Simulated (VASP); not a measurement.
# Mg5SiSb2 (P4/mmm) in VASP: further runs

Runs on Mg5SiSb2. Level: PBE. Tasks: single point.

All numbers are computed with VASP 6.6.1; they aren't measurements. Logs are shortened: lines on timing, memory, paths and dates and some standing lists are left out, and cuts for length are marked.

## (1) The cell of the first run

It takes space group P4/mmm (No. 123, tetragonal). The conventional cell has a = 4.741 Å, b = 4.741 Å, c = 7.584 Å, α = 90.00°, β = 90.00°, γ = 90.00°. Within 3.1 Å of Mg (site symmetry mmm) lie 2 Si at 2.37 Å. Mg (site symmetry 4/mmm) has 4 Mg at 2.37 Å within 3.1 Å. Mg (site symmetry mmm) has 2 Mg at 2.37 Å and 4 Sb at 2.91 Å within 3.1 Å. Within 3.1 Å of Si (site symmetry 4/mmm) lie 4 Mg at 2.37 Å. Sb (site symmetry 4mm) has 12 Mg at 2.91 to 3.75 Å and 1 Sb at 3.38 Å within 3.8 Å.

## (2) Single point, PBE

INCAR

```
SYSTEM = Mg5SiSb2
  ALGO = Normal
  EDIFF = 1E-6
  ENCUT = 520
  GGA = PE
  ISIF = 2
  ISMEAR = 0
  LASPH = .TRUE.
  LCHARG = .TRUE.
  LELF = .TRUE.
  LREAL = .FALSE.
  LVHAR = .TRUE.
  LWAVE = .FALSE.
  NBANDS = 22
  NELM = 80
  PREC = Accurate
  SIGMA = 0.1
```

KPOINTS

```
k-points
0
G
  4 4 2
  0 0 0
```

POSCAR

```
Mg5SiSb2
1.0
    4.7406080600      0.0000000000      0.0000000000
    0.0000000000      4.7406080600      0.0000000000
    0.0000000000      0.0000000000      7.5841223900
Mg Si Sb
5 1 2
Direct
    0.0000000000      0.5000000000      0.0000000000
    0.5000000000      0.0000000000      0.0000000000
    0.0000000000      0.0000000000      0.5000000000
    0.0000000000      0.5000000000      0.5000000000
    0.5000000000      0.0000000000      0.5000000000
    0.0000000000      0.0000000000      0.0000000000
    0.5000000000      0.5000000000      0.7230516000
    0.5000000000      0.5000000000      0.2769484000
```

Potentials or basis: VASP PAW PBE potentials, release 64 (Mg, Si, Sb).

Launch:

```sh
$ cat potpaw_PBE.64/Mg/POTCAR potpaw_PBE.64/Si/POTCAR potpaw_PBE.64/Sb/POTCAR > POTCAR
$ mpirun -np 1 vasp_std > vasp.out
```

OUTCAR:

```text
SYSTEM = Mg5SiSb2
   EDIFF = 1E-6
   ENCUT = 520
   GGA = PE
   ISIF = 2
   ISMEAR = 0
   LASPH = .TRUE.
   LREAL = .FALSE.
   NELM = 80
   PREC = Accurate

 ion  position               nearest neighbor table
   1  0.000  0.500  0.000-   6 2.37   6 2.37   8 3.17   7 3.17   7 3.17   8 3.17   2 3.35   2 3.35
                             2 3.35   2 3.35
   2  0.500  0.000  0.000-   6 2.37   6 2.37   8 3.17   7 3.17   8 3.17   7 3.17   1 3.35   1 3.35
                             1 3.35   1 3.35
   3  0.000  0.000  0.500-   4 2.37   5 2.37   4 2.37   5 2.37
   4  0.000  0.500  0.500-   3 2.37   3 2.37   8 2.91   7 2.91   7 2.91   8 2.91   5 3.35   5 3.35
                             5 3.35   5 3.35
   5  0.500  0.000  0.500-   3 2.37   3 2.37   8 2.91   7 2.91   8 2.91   7 2.91   4 3.35   4 3.35
                             4 3.35   4 3.35
   6  0.000  0.000  0.000-   1 2.37   2 2.37   1 2.37   2 2.37
   7  0.500  0.500  0.723-   4 2.91   5 2.91   5 2.91   4 2.91   2 3.17   1 3.17   1 3.17   2 3.17
                             8 3.38
   8  0.500  0.500  0.277-   4 2.91   5 2.91   5 2.91   4 2.91   2 3.17   1 3.17   1 3.17   2 3.17
                             7 3.38

  LATTYP: Found a simple tetragonal cell.
 ALAT       =     4.7406080600
 C/A-ratio  =     1.5998205914

  Lattice vectors:

 A1 = (   4.7406080600,   0.0000000000,   0.0000000000)
 A2 = (   0.0000000000,   4.7406080600,   0.0000000000)
 A3 = (   0.0000000000,   0.0000000000,   7.5841223900)

Analysis of symmetry for initial positions (statically):
=====================================================================
 Subroutine PRICEL returns:
 Original cell was already a primitive cell.

 Routine SETGRP: Setting up the symmetry group for a
 simple tetragonal supercell.

 Subroutine GETGRP returns: Found 16 space group operations
 (whereof 16 operations were pure point group operations)
 out of a pool of 16 trial point group operations.

The static configuration has the point symmetry D_4h.

Analysis of symmetry for dynamics (positions and initial velocities):
=====================================================================
 Subroutine PRICEL returns:
 Original cell was already a primitive cell.

 Routine SETGRP: Setting up the symmetry group for a
 simple tetragonal supercell.

 Subroutine GETGRP returns: Found 16 space group operations
 (whereof 16 operations were pure point group operations)
 out of a pool of 16 trial point group operations.

The dynamic configuration has the point symmetry D_4h.

 Subroutine INISYM returns: Found 16 space group operations
 (whereof 16 operations are pure point group operations),
 and found     1 'primitive' translations

----------------------------------------------------------------------------------------

                                     Primitive cell

  volume of cell :     170.4407

  direct lattice vectors                    reciprocal lattice vectors
     4.740608060  0.000000000  0.000000000     0.210943404  0.000000000  0.000000000
     0.000000000  4.740608060  0.000000000     0.000000000  0.210943404  0.000000000
     0.000000000  0.000000000  7.584122390     0.000000000  0.000000000  0.131854412

  length of vectors
     4.740608060  4.740608060  7.584122390     0.210943404  0.210943404  0.131854412

  position of ions in fractional coordinates (direct lattice)
     0.000000000  0.500000000  0.000000000
     0.500000000  0.000000000  0.000000000
     0.000000000  0.000000000  0.500000000
     0.000000000  0.500000000  0.500000000
     0.500000000  0.000000000  0.500000000
     0.000000000  0.000000000  0.000000000
     0.500000000  0.500000000  0.723051600
     0.500000000  0.500000000  0.276948400

  ion indices of the primitive-cell ions
   primitive index   ion index
                 1           1
                 2           2
                 3           3
                 4           4
                 5           5
                 6           6
                 7           7
                 8           8

----------------------------------------------------------------------------------------

 KPOINTS: k-points

Automatic generation of k-mesh.
 Grid dimensions read from file:
 generate k-points for:    4    4    2

 Generating k-lattice:

  Cartesian coordinates                     Fractional coordinates (reciprocal lattice)
     0.052735851  0.000000000  0.000000000     0.250000000  0.000000000  0.000000000
     0.000000000  0.052735851  0.000000000     0.000000000  0.250000000  0.000000000
     0.000000000  0.000000000  0.065927206     0.000000000  0.000000000  0.500000000

  Length of vectors
     0.052735851  0.052735851  0.065927206

  Shift w.r.t. Gamma in fractional coordinates (k-lattice)
     0.000000000  0.000000000  0.000000000

 Subroutine IBZKPT returns following result:
 ===========================================

 Found     12 irreducible k-points:

 Following reciprocal coordinates:
            Coordinates               Weight
  0.000000  0.000000  0.000000      1.000000
  0.250000  0.000000  0.000000      4.000000
  0.500000  0.000000  0.000000      2.000000
  0.250000  0.250000  0.000000      4.000000
  0.500000  0.250000  0.000000      4.000000
  0.500000  0.500000  0.000000      1.000000
  0.000000  0.000000  0.500000      1.000000
  0.250000  0.000000  0.500000      4.000000
  0.500000  0.000000  0.500000      2.000000
  0.250000  0.250000  0.500000      4.000000
  0.500000  0.250000  0.500000      4.000000
  0.500000  0.500000  0.500000      1.000000
   k-points           NKPTS =     12   k-points in BZ     NKDIM =     12   number of bands    NBANDS=     22
   number of dos      NEDOS =    301   number of ions     NIONS =      8
   total plane-waves  NPLWV =  72576
   dimension x,y,z NGX =    36 NGY =   36 NGZ =   56
   dimension x,y,z NGXF=    72 NGYF=   72 NGZF=  112
   ions per type =               5   1   2
   NGX,Y,Z   is equivalent  to a cutoff of  12.62, 12.62, 12.28 a.u.
   NGXF,Y,Z  is equivalent  to a cutoff of  25.25, 25.25, 24.55 a.u.
 SYSTEM =  Mg5SiSb2
   PREC   = accura    normal or accurate (medium, high low for compatibility)
   ISTART =      0    job   : 0-new  1-cont  2-samecut
   ICHARG =      2    charge: 1-file 2-atom 10-const
   ISPIN  =      1    spin polarized calculation?
[... 12 lines left out ...]
   ISYM   =      2    0-nonsym 1-usesym 2-fastsym
   POTIM  = 0.5000    time-step for ionic-motion
   TEBEG  =    0.0;   TEEND  =   0.0 temperature during run
   PSTRESS=    0.0 pullay stress
   NELECT =      24.0000    total number of electrons
   NUPDOWN=      -1.0000    fix difference up-down
   EMIN   =  10.00;   EMAX   =-10.00  energy-range for DOS
   EFERMI =   0.00;   METHOD = LEGACY
   ISMEAR =     0;   SIGMA  =   0.10  broadening in eV -4-tet -1-fermi 0-gaus
   EFERMI_NEDOS =   21; number of points for ismear=-14 and -15
   IALGO  =     38    algorithm
   IMIX   =      4    mixing-type and parameters
     AMIX     =   0.40;   BMIX     =  1.00
     AMIX_MAG =   1.60;   BMIX_MAG =  1.00
  volume/ion in A,a.u.               =      21.31       143.77
  Fermi-wavevector in a.u.,A,eV,Ry     =   0.851702  1.609483  9.869605  0.725396
  Thomas-Fermi vector in A             =   1.967875
   LORBIT       =      0    0 simple, 1 ext, 2 COOP (PROOUT), +10 PAW based schemes
   GGA     = PE    functional components
   LHFCALC =     F    Hartree Fock is set to
   AEXX    =    0.0000 exact exchange contribution
   IVDW    =     0    specifies the selected vdW correction
   LEPSILON=     F    determine dielectric tensor
   LRPA    =     F    only Hartree local field effects (RPA)
 non-spin polarized calculation
 Gauss-broadening in eV      SIGMA  =   0.10
  energy-cutoff  :      520.00
  volume of cell :      170.44
 maximum number of plane-waves:      4612
 NGX is ok and might be reduce to    36
   NGX = 17   NGY = 17   NGZ = 29

 number of electron      24.0000001 magnetization

 Free energy of the ion-electron system (eV)
  ---------------------------------------------------
  ext. energy  EPLUGINS =         0.00000000
  ---------------------------------------------------
  free energy    TOTEN  =       -16.68096774 eV

  energy without entropy =      -16.65692979  energy(sigma->0) =      -16.66894877

 E-fermi :   5.1740     XC(G=0):  -9.3729

 val. band max:        5.1460936119   @ k =   0.2500   0.0000   0.5000
 cond. band min:       5.2333601609   @ k =   0.0000   0.0000   0.0000
 fundamental gap:      0.0872665490
 Fermi energy:         5.1739566618

 k-point     1 :       0.0000    0.0000    0.0000
  band No.  band energies     occupation
      1      -5.6886      2.00000
      2      -3.8795      2.00000
      3      -2.6464      2.00000
      4       0.4339      2.00000
      5       1.8875      2.00000
      6       1.8875      2.00000
[... 14 lines left out ...]
     21       9.5640      0.00000
     22      10.5854      0.00000

 k-point     2 :       0.2500    0.0000    0.0000
  band No.  band energies     occupation
      1      -5.4528      2.00000
      2      -3.7349      2.00000
      3      -2.5390      2.00000
      4      -0.4016      2.00000
      5       1.2535      2.00000
      6       2.1993      2.00000
[... 14 lines left out ...]
     21       9.3824      0.00000
     22       9.8967      0.00000

 k-point     3 :       0.5000    0.0000    0.0000
  band No.  band energies     occupation
      1      -5.1431      2.00000
      2      -3.5690      2.00000
      3      -2.6556      2.00000
      4      -0.3031      2.00000
      5      -0.1214      2.00000
      6       1.3987      2.00000
[... 14 lines left out ...]
     21       9.0651      0.00000
     22       9.7970      0.00000

 k-point     4 :       0.2500    0.2500    0.0000
  band No.  band energies     occupation
      1      -5.2373      2.00000
      2      -3.5980      2.00000
      3      -2.4012      2.00000
      4      -0.2044      2.00000
      5       0.5749      2.00000
      6       1.1125      2.00000
[... 14 lines left out ...]
     21       9.7680      0.00000
     22      10.0702      0.00000

 k-point     5 :       0.5000    0.2500    0.0000
  band No.  band energies     occupation
      1      -4.9652      2.00000
      2      -3.4426      2.00000
      3      -2.3755      2.00000
      4      -0.1241      2.00000
      5       0.1999      2.00000
      6       0.8396      2.00000
[... 117 lines left out ...]
 k-point    10 :       0.2500    0.2500    0.5000
  band No.  band energies     occupation
      1      -4.9942      2.00000
      2      -4.2141      2.00000
      3      -2.1166      2.00000
      4       0.1017      2.00000
      5       1.0280      2.00000
      6       1.4146      2.00000
[... 14 lines left out ...]
     21       9.9337      0.00000
     22       9.9527      0.00000

 k-point    11 :       0.5000    0.2500    0.5000
  band No.  band energies     occupation
      1      -4.7708      2.00000
      2      -3.8850      2.00000
      3      -2.2915      2.00000
      4      -0.4595      2.00000
      5       1.1881      2.00000
      6       1.3454      2.00000
[... 14 lines left out ...]
     21      10.9780      0.00000
     22      11.2058      0.00000

 k-point    12 :       0.5000    0.5000    0.5000
  band No.  band energies     occupation
      1      -4.5773      2.00000
      2      -3.6888      2.00000
      3      -1.9440      2.00000
      4       0.2960      2.00000
      5       0.2960      2.00000
      6       0.7001      2.00000
[... 14 lines left out ...]
     21      11.3003      0.00000
     22      11.8802      0.00000

------------------------ aborting loop because EDIFF is reached ----------------------------------------

  FORCE on cell =-STRESS in cart. coord.  units (eV):
  Direction    XX          YY          ZZ          XY          YZ          ZX
  --------------------------------------------------------------------------------------
  -------------------------------------------------------------------------------------
  Total       21.3662357     21.3662357      1.6446721      0.0000000      0.0000000      0.0000000
  in kB      200.8469142    200.8469142     15.4602484      0.0000000      0.0000000      0.0000000
  external PRESSURE =     139.0513589 kB  Pullay stress =       0.0000000 kB

 VOLUME and BASIS-vectors are now :
 -----------------------------------------------------------------------------
  energy-cutoff  :      520.00
  volume of cell :      170.44
      direct lattice vectors                 reciprocal lattice vectors
     4.740608060  0.000000000  0.000000000     0.210943404  0.000000000  0.000000000
     0.000000000  4.740608060  0.000000000     0.000000000  0.210943404  0.000000000
     0.000000000  0.000000000  7.584122390     0.000000000  0.000000000  0.131854412

 POSITION                                       TOTAL-FORCE (eV/Angst)
 -----------------------------------------------------------------------------------
      0.00000      2.37030      0.00000         0.000000      0.000000      0.000000
      2.37030      0.00000      0.00000         0.000000      0.000000      0.000000
      0.00000      0.00000      3.79206         0.000000      0.000000      0.000000
      0.00000      2.37030      3.79206         0.000000      0.000000      0.000000
      2.37030      0.00000      3.79206         0.000000      0.000000      0.000000
      0.00000      0.00000      0.00000         0.000000      0.000000      0.000000
      2.37030      2.37030      5.48371        -0.000000     -0.000000      0.643523
      2.37030      2.37030      2.10041         0.000000      0.000000     -0.643523
 -----------------------------------------------------------------------------------
    total drift:                               -0.000000      0.000000     -0.000000

  FREE ENERGIE OF THE ION-ELECTRON SYSTEM (eV)
  ---------------------------------------------------
  free  energy   TOTEN  =       -16.6809677435 eV

  energy  without entropy=      -16.6569297884  energy(sigma->0) =      -16.66894877
```

Wall time 28 s (1 thread of Intel Xeon Platinum 8488C (Sapphire Rapids), shared host); peak memory 0.27 GiB.

What came out:

| Item | Value |
| --- | --- |
| Free energy | -16.6810 eV |
| Pressure | 13.9 GPa |
| Largest force | 0.644 eV/Å |
| Band gap on the k mesh | zero (band 12 reaches 5.57 eV, above the bottom of band 13 at 4.99 eV) |

Forces in eV/Å, atoms in the order of the input:
```
Mg   0.000  0.000  0.000
Mg   0.000  0.000  0.000
Mg   0.000  0.000  0.000
Mg   0.000  0.000  0.000
Mg   0.000  0.000  0.000
Si   0.000  0.000  0.000
Sb   0.000  0.000  0.644
Sb   0.000  0.000 -0.644
```

Caveat: the k points lie up to 0.41 Å⁻¹ apart; spin-orbit coupling is left out, which moves the levels of the heavy elements.

## (3) Single point, PBE

This run uses another cell than the first one, of 24.63 Å³/atom, 1.156 times its volume.

INCAR

```
SYSTEM = Mg5SiSb2
PREC = Accurate
ENCUT = 520
EDIFF = 1E-6
ISMEAR = 0
SIGMA = 0.1
LREAL = .FALSE.
LASPH = .TRUE.
NELM = 80
ALGO = Normal
ISIF = 2
LWAVE = .FALSE.
LCHARG = .TRUE.
GGA = PE
LELF = .TRUE.
LVHAR = .TRUE.
NBANDS = 22
```

KPOINTS

```
Automatic mesh
0
G
  4 4 2
  0 0 0
```

POSCAR

```
Mg5SiSb2
1.0
    5.4448818358      0.0000000000      0.0000000000
    0.0000000000      5.4448818358      0.0000000000
    0.0000000000      0.0000000000      6.6475173685
Mg Si Sb
5 1 2
Direct
    0.0000000000      0.5000000000      0.0000000000
    0.5000000000      0.0000000000      0.0000000000
    0.0000000000      0.0000000000      0.5000000000
    0.0000000000      0.5000000000      0.5000000000
    0.5000000000      0.0000000000      0.5000000000
    0.0000000000      0.0000000000      0.0000000000
    0.5000000000      0.5000000000      0.7552154387
    0.5000000000      0.5000000000      0.2447845613
```

Potentials or basis: VASP PAW PBE potentials, release 64 (Mg, Si, Sb).

Launch:

```sh
$ cat potpaw_PBE.64/Mg/POTCAR potpaw_PBE.64/Si/POTCAR potpaw_PBE.64/Sb/POTCAR > POTCAR
$ mpirun -np 1 vasp_std > vasp.out
```

Wall time 34 s (1 thread of Intel Xeon Platinum 8488C (Sapphire Rapids), shared host); peak memory 0.29 GiB.

The run converged. Its results:

```yaml
Free_energy: -19.7446 eV
Pressure: 0.0 GPa
Largest_force: 0.007 eV/Å
Band_gap_on_the_k_mesh: zero (band 12 reaches 4.66 eV, above the bottom of band 13 at 3.50 eV)
```

Forces on the atoms (eV/Å):
```
Mg   0.000  0.000  0.000
Mg   0.000  0.000  0.000
Mg   0.000  0.000  0.000
Mg   0.000  0.000  0.000
Mg   0.000  0.000  0.000
Si   0.000  0.000  0.000
Sb   0.000  0.000  0.007
Sb   0.000  0.000 -0.007
```

Levels at points of the mesh, in eV from the Fermi level:
```csv
k point,band 10,band 11,band 12,band 13,band 14,band 15
"(0.00, 0.00, 0.00)",-0.76,-0.76,-0.55,-0.55,0.88,0.88
"(0.50, 0.00, 0.00)",-1.74,-0.53,0.21,0.37,0.73,1.08
"(0.50, 0.50, 0.00)",-1.65,-1.65,-1.50,1.32,1.32,3.40
"(0.00, 0.00, 0.50)",-1.47,-0.82,-0.68,0.12,0.12,1.23
"(0.50, 0.00, 0.50)",-1.51,-1.04,-0.81,-0.67,-0.06,0.44
"(0.50, 0.50, 0.50)",-0.94,0.49,0.49,0.93,1.77,1.77
```

Caveat: the k points lie up to 0.47 Å⁻¹ apart; spin-orbit coupling is left out, which moves the levels of the heavy elements.

## (4) Single point, PBE

This run uses another cell than the first one, of 24.57 Å³/atom, 1.153 times its volume.

INCAR

```
ALGO = Fast ; EDIFF = 1E-7
ENCUT = 520 ; GGA = PE
ISIF = 2 ; ISMEAR = 0
LASPH = T ; LCHARG = T
LELF = T ; LREAL = F
LVHAR = T ; LWAVE = F
NBANDS = 22 ; NELM = 100
PREC = Accurate ; SIGMA = 0.1
```

KPOINTS

```
k-points
0
Gamma
  4 4 4
```

POSCAR

```
Mg5SiSb2
1.0
    5.5417651574      0.0000000000      0.0000000000
    0.0000000000      5.5417651574      0.0000000000
    0.0000000000      0.0000000000      6.3989891803
Mg Si Sb
5 1 2
Direct
    0.0000000000      0.5000000000      0.0000000000
    0.5000000000      0.0000000000      0.0000000000
    0.0000000000      0.0000000000      0.5000000000
    0.0000000000      0.5000000000      0.5000000000
    0.5000000000      0.0000000000      0.5000000000
    0.0000000000      0.0000000000      0.0000000000
    0.5000000000      0.5000000000      0.7485556148
    0.5000000000      0.5000000000      0.2514443852
```

Launch:

```sh
$ cat potpaw_PBE.64/Mg/POTCAR potpaw_PBE.64/Si/POTCAR potpaw_PBE.64/Sb/POTCAR > POTCAR
$ mpirun -np 1 vasp_std > vasp.out
```

Run time: 72 s. Hardware: 1 thread of Intel Xeon Platinum 8488C (Sapphire Rapids), shared host; peak memory 0.32 GiB.

The run converged. Its results:

- Free energy: -19.6759 eV
- Pressure: -0.2 GPa
- Band gap on the k mesh: zero (band 12 reaches 4.78 eV, above the bottom of band 13 at 3.41 eV)

Levels at points of the mesh, in eV from the Fermi level:
| k point | band 10 | band 11 | band 12 | band 13 | band 14 | band 15 |
| --- | --- | --- | --- | --- | --- | --- |
| (0.00, 0.00, 0.00) | -0.67 | -0.67 | -0.50 | -0.50 | 0.97 | 0.97 |
| (0.50, 0.00, 0.00) | -1.69 | -0.46 | 0.27 | 0.36 | 0.99 | 1.04 |
| (0.50, 0.50, 0.00) | -1.38 | -1.37 | -1.37 | 1.19 | 1.19 | 3.44 |
| (0.00, 0.00, 0.50) | -1.05 | -0.98 | -0.82 | 0.12 | 0.12 | 1.13 |
| (0.50, 0.00, 0.50) | -1.39 | -0.98 | -0.80 | -0.75 | -0.03 | 1.02 |
| (0.50, 0.50, 0.50) | -0.73 | 0.62 | 0.62 | 1.39 | 2.06 | 2.06 |

Caveat: spin-orbit coupling is left out, which moves the levels of the heavy elements.

## (5) Summary

```tsv
cell	k mesh	gap on the mesh (eV)	pressure (GPa)	largest force (eV/Å)
a = 4.741, b = 4.741, c = 7.584 Å, 8 atoms	4 × 4 × 2	none	13.9	0.64
a = 5.445, b = 5.445, c = 6.648 Å, 8 atoms	4 × 4 × 2	none	0.0	0.01
a = 5.542, b = 5.542, c = 6.399 Å, 8 atoms	4 × 4 × 4	none	-0.2	-
```

Alike in all rows: task single point; level PBE; potentials or basis VASP PAW PBE potentials, release 64 (Mg, Si, Sb); no spin polarisation; cutoff (eV) 520; smearing gaussian 0.1 eV.

Caveats: some runs use coarse meshes; spin-orbit coupling is left out, which moves the levels of the heavy elements.

Absolute energies hang on the potentials; compare differences alone.
